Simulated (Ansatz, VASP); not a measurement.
One calculation of CaO, two programs

```
Ca O
1.0
     0.00000    2.39755    2.39755
     2.39755    0.00000    2.39755
     2.39755    2.39755    0.00000
Ca O
1 1
Direct
  0.00000 0.00000 0.00000
  0.50000 0.50000 0.50000
```

Alike in both runs: task single point; functional PBE; k mesh 6 × 6 × 6; no spin polarisation.

|  | VASP | Ansatz |
| --- | --- | --- |
| version | VASP 6.6.1 | Ansatz 0.2.0 |
| potentials or method | VASP PAW PBE potentials, release 64 (Ca_sv, O) | plane waves |
| plane-wave cutoff (eV) | 600 | 420 |
| occupations | gaussian, width 0.01 eV | fixed |
| valence electrons in the cell | 16 | 16 |

VASP gave:

| Item | Value |
| --- | --- |
| gap on the k mesh at the Fermi level (eV) | 3.63 |
| pressure (GPa) | 2.9 |

Question: Estimate Ansatz's values.

Answer: gap on the k mesh at the Fermi level (eV): 3.65; pressure (GPa): 2.5.
